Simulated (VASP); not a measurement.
Wanted: the native input for a VASP 6.6.1 run.

```yaml
Task: single point
Functional: r2SCAN
Potentials_or_basis: VASP PAW PBE potentials, release 64 (Co)
Cutoff: 520 eV
k_mesh: 14 × 14 × 14
Occupations: fermi-dirac, width 0.1 eV
Spin: no spin polarisation
Dipole_correction: no
Further_INCAR_settings: ALGO = Normal; EDIFF = 1e-06; NBANDS = 10
```

The system is Co.

```
Co
1.0
     2.25217    0.00000    0.00000
     0.00000    2.25217    0.00000
     0.00000    0.00000    2.25217
Co
1
Direct
  0.00000 0.00000 0.00000
```

The input as run:

POSCAR

```
Co
1.0
    2.2521736835      0.0000000000      0.0000000000
    0.0000000000      2.2521736835      0.0000000000
    0.0000000000      0.0000000000      2.2521736835
Co
1
Direct
    0.0000000000      0.0000000000      0.0000000000
```

INCAR.step1

```
PREC = Accurate ; ENCUT = 520
ISMEAR = -1 ; SIGMA = 0.1
LREAL = False ; LASPH = True
NELM = 60 ; NBANDS = 10
GGA = PE ; ALGO = Normal
EDIFF = 1E-4 ; LWAVE = True
LCHARG = False
```

INCAR.step2

```
PREC = Accurate ; ENCUT = 520
EDIFF = 1E-6 ; ISMEAR = -1
SIGMA = 0.1 ; LREAL = False
LASPH = True ; NELM = 60
ALGO = Normal ; ISIF = 2
LWAVE = False ; LCHARG = False
METAGGA = R2SCAN ; LMIXTAU = True
NBANDS = 10 ; ISTART = 1
```

KPOINTS

```
Automatic mesh
0
Gamma
  14 14 14
```

Potentials or basis: VASP PAW PBE potentials, release 64 (Co).

Run with:

```sh
$ cat potpaw_PBE.64/Co/POTCAR > POTCAR
$ cp INCAR.step1 INCAR
$ mpirun -np 1 vasp_std > vasp.out
$ cp INCAR.step2 INCAR
$ mpirun -np 1 vasp_std > vasp.out
```

It gave:

- Pressure: -0.3 GPa

Caveat: the PAW data sets were made with another functional, which shifts forces and pressure a little; the run has no spin polarisation, though such a crystal can be magnetic.

It took 36 s on 1 thread of AMD EPYC 7R13 Processor (Zen 3), with other jobs on the host, peak memory 0.1 GiB.
